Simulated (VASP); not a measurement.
# Si (Fd-3m) in VASP: single point with PBEsol

Aim: the single point of Si with PBEsol.

All numbers are computed with VASP 6.6.1; they aren't measurements. Logs are shortened: lines on timing, memory, paths and dates and some standing lists are left out, and cuts for length are marked.

## Step 1: The cell of the first run

The structure is cubic, space group Fd-3m (No. 227). The conventional cell has a = 5.444 Å, b = 5.444 Å, c = 5.444 Å, α = 90.00°, β = 90.00°, γ = 90.00°. Within 3.1 Å of Si (site symmetry -43m) lie 4 Si at 2.36 Å.

## Step 2: Single point, PBEsol

The input, INCAR:

```
PREC = Accurate ; ENCUT = 520
EDIFF = 1E-7 ; ISMEAR = 0
SIGMA = 0.1 ; LREAL = F
LASPH = T ; NELM = 60
ALGO = Normal ; ISIF = 2
LWAVE = F ; LCHARG = F
GGA = PS ; NBANDS = 11
```

The input, KPOINTS:

```
regular mesh
0
Gamma
  6 6 6
```

The input, POSCAR:

```
Si
1.0
    0.0000000000      2.7218511865      2.7218511865
    2.7218511865      0.0000000000      2.7218511865
    2.7218511865      2.7218511865      0.0000000000
Si
2
Direct
    0.2500000000      0.2500000000      0.2500000000
    0.0000000000      0.0000000000      0.0000000000
```

Potentials or basis: VASP PAW PBE potentials, release 64 (Si).

On the command line:

```bash
$ cat potpaw_PBE.64/Si/POTCAR > POTCAR
$ mpirun -np 1 vasp_std > vasp.out
```

OUTCAR:

```text
PREC = Accurate
   ENCUT = 520
   EDIFF = 1E-7
   ISMEAR = 0
   LREAL = F
   LASPH = T
   NELM = 60
   ISIF = 2
   GGA = PS

 ion  position               nearest neighbor table
   1  0.250  0.250  0.250-   2 2.36   2 2.36   2 2.36   2 2.36
   2  0.000  0.000  0.000-   1 2.36   1 2.36   1 2.36   1 2.36

  LATTYP: Found a face centered cubic cell.
 ALAT       =     5.4437023730

  Lattice vectors:

 A1 = (   0.0000000000,   2.7218511865,   2.7218511865)
 A2 = (   2.7218511865,   0.0000000000,   2.7218511865)
 A3 = (   2.7218511865,   2.7218511865,   0.0000000000)

Analysis of symmetry for initial positions (statically):
=====================================================================
 Subroutine PRICEL returns:
 Original cell was already a primitive cell.

 Routine SETGRP: Setting up the symmetry group for a
 face centered cubic supercell.

 Subroutine GETGRP returns: Found 48 space group operations
 (whereof 24 operations were pure point group operations)
 out of a pool of 48 trial point group operations.

The static configuration has the point symmetry T_d .
 The point group associated with its full space group is O_h .

Analysis of symmetry for dynamics (positions and initial velocities):
=====================================================================
 Subroutine PRICEL returns:
 Original cell was already a primitive cell.

 Routine SETGRP: Setting up the symmetry group for a
 face centered cubic supercell.

 Subroutine GETGRP returns: Found 48 space group operations
 (whereof 24 operations were pure point group operations)
 out of a pool of 48 trial point group operations.

The dynamic configuration has the point symmetry T_d .
 The point group associated with its full space group is O_h .

 Subroutine INISYM returns: Found 48 space group operations
 (whereof 24 operations are pure point group operations),
 and found     1 'primitive' translations

----------------------------------------------------------------------------------------

                                     Primitive cell

  volume of cell :      40.3295

  direct lattice vectors                    reciprocal lattice vectors
     0.000000000  2.721851186  2.721851186    -0.183698507  0.183698507  0.183698507
     2.721851186  0.000000000  2.721851186     0.183698507 -0.183698507  0.183698507
     2.721851186  2.721851186  0.000000000     0.183698507  0.183698507 -0.183698507

  length of vectors
     3.849278863  3.849278863  3.849278863     0.318175148  0.318175148  0.318175148
[... 80 lines left out ...]
   POTIM  = 0.5000    time-step for ionic-motion
   TEBEG  =    0.0;   TEEND  =   0.0 temperature during run
   PSTRESS=    0.0 pullay stress
   NELECT =       8.0000    total number of electrons
   NUPDOWN=      -1.0000    fix difference up-down
   EMIN   =  10.00;   EMAX   =-10.00  energy-range for DOS
   EFERMI =   0.00;   METHOD = LEGACY
   ISMEAR =     0;   SIGMA  =   0.10  broadening in eV -4-tet -1-fermi 0-gaus
   EFERMI_NEDOS =   21; number of points for ismear=-14 and -15
   IALGO  =     38    algorithm
   IMIX   =      4    mixing-type and parameters
     AMIX     =   0.40;   BMIX     =  1.00
     AMIX_MAG =   1.60;   BMIX_MAG =  1.00
  volume/ion in A,a.u.               =      20.16       136.08
  Fermi-wavevector in a.u.,A,eV,Ry     =   0.954766  1.804247 12.402783  0.911579
  Thomas-Fermi vector in A             =   2.083543
   LORBIT       =      0    0 simple, 1 ext, 2 COOP (PROOUT), +10 PAW based schemes
   GGA     = PS    functional components
   LHFCALC =     F    Hartree Fock is set to
   AEXX    =    0.0000 exact exchange contribution
   IVDW    =     0    specifies the selected vdW correction
   LEPSILON=     F    determine dielectric tensor
   LRPA    =     F    only Hartree local field effects (RPA)
 non-spin polarized calculation
 Gauss-broadening in eV      SIGMA  =   0.10
  energy-cutoff  :      520.00
  volume of cell :       40.33
 maximum number of plane-waves:      1106
 NGX is ok and might be reduce to    30
   NGX = 15   NGY = 15   NGZ = 15

 number of electron       8.0000001 magnetization

 Free energy of the ion-electron system (eV)
  ---------------------------------------------------
  ext. energy  EPLUGINS =         0.00000000
  ---------------------------------------------------
  free energy    TOTEN  =       -11.46746062 eV

  energy without entropy =      -11.46746031  energy(sigma->0) =      -11.46746046

 E-fermi :   6.0188     XC(G=0):  -9.5221

 val. band max:        5.7263403111   @ k =   0.0000   0.0000   0.0000
 cond. band min:       6.3247455702   @ k =   0.5000   0.5000   0.0000
 fundamental gap:      0.5984052591
 Fermi energy:         6.0188132615

 k-point     1 :       0.0000    0.0000    0.0000
  band No.  band energies     occupation
      1      -6.2168      2.00000
      2       5.7263      1.99996
      3       5.7263      1.99996
      4       5.7263      1.99996
      5       8.2368      0.00000
      6       8.2368      0.00000
      7       8.2368      0.00000
      8       8.9689      0.00000
      9      13.4043      0.00000
     10      13.4063      0.00000
     11      13.4063      0.00000
[... 197 lines left out ...]
 k-point    16 :      -0.3333    0.5000    0.1667
  band No.  band energies     occupation
      1      -1.9591      2.00000
      2      -1.9591      2.00000
      3       2.0567      2.00000
      4       2.0567      2.00000
      5       8.3793      0.00000
      6       8.3793      0.00000
      7      12.3976      0.00000
      8      12.3976      0.00000
      9      16.2106      0.00000
     10      16.2106      0.00000
     11      18.5692      0.00000

------------------------ aborting loop because EDIFF is reached ----------------------------------------

  FORCE on cell =-STRESS in cart. coord.  units (eV):
  Direction    XX          YY          ZZ          XY          YZ          ZX
  --------------------------------------------------------------------------------------
  -------------------------------------------------------------------------------------
  Total       -0.0850201     -0.0850201     -0.0850201      0.0000000      0.0000000     -0.0000000
  in kB       -3.3776080     -3.3776080     -3.3776080      0.0000000      0.0000000     -0.0000000
  external PRESSURE =      -3.3776080 kB  Pullay stress =       0.0000000 kB

 VOLUME and BASIS-vectors are now :
 -----------------------------------------------------------------------------
  energy-cutoff  :      520.00
  volume of cell :       40.33
      direct lattice vectors                 reciprocal lattice vectors
     0.000000000  2.721851186  2.721851186    -0.183698507  0.183698507  0.183698507
     2.721851186  0.000000000  2.721851186     0.183698507 -0.183698507  0.183698507
     2.721851186  2.721851186  0.000000000     0.183698507  0.183698507 -0.183698507

 POSITION                                       TOTAL-FORCE (eV/Angst)
 -----------------------------------------------------------------------------------
      1.36093      1.36093      1.36093         0.000000      0.000000      0.000000
      0.00000      0.00000      0.00000        -0.000000     -0.000000     -0.000000
 -----------------------------------------------------------------------------------
    total drift:                               -0.000000     -0.000000     -0.000000

  FREE ENERGIE OF THE ION-ELECTRON SYSTEM (eV)
  ---------------------------------------------------
  free  energy   TOTEN  =       -11.4674606168 eV

  energy  without entropy=      -11.4674603066  energy(sigma->0) =      -11.46746046
```

Run time: 11 s. Hardware: 1 thread of Intel Xeon Platinum 8259CL at 2.50GHz (Skylake/Cascade Lake), shared host; peak memory 0.15 GiB.

Results:

```
Free energy            : -11.4675 eV
Pressure               : -0.3 GPa
Band gap on the k mesh : 0.60 eV, indirect (least direct gap 2.51 eV)
```

Levels at points of the mesh, in eV from the valence-band top:
```
           k point  band 1  band 2  band 3  band 4  band 5  band 6  band 7  band 8  band 9
(0.00, 0.00, 0.00)  -11.94    0.00    0.00    0.00    2.51    2.51    2.51    3.24    7.68
(0.50, 0.00, 0.00)   -9.61   -6.98   -1.20   -1.20    1.44    3.27    3.27    7.50   10.49
(0.50, 0.50, 0.00)   -7.81   -7.81   -2.86   -2.86    0.60    0.60   10.00   10.00   10.91
```

Caveat: the PAW data sets were made with another functional, which shifts forces and pressure a little.
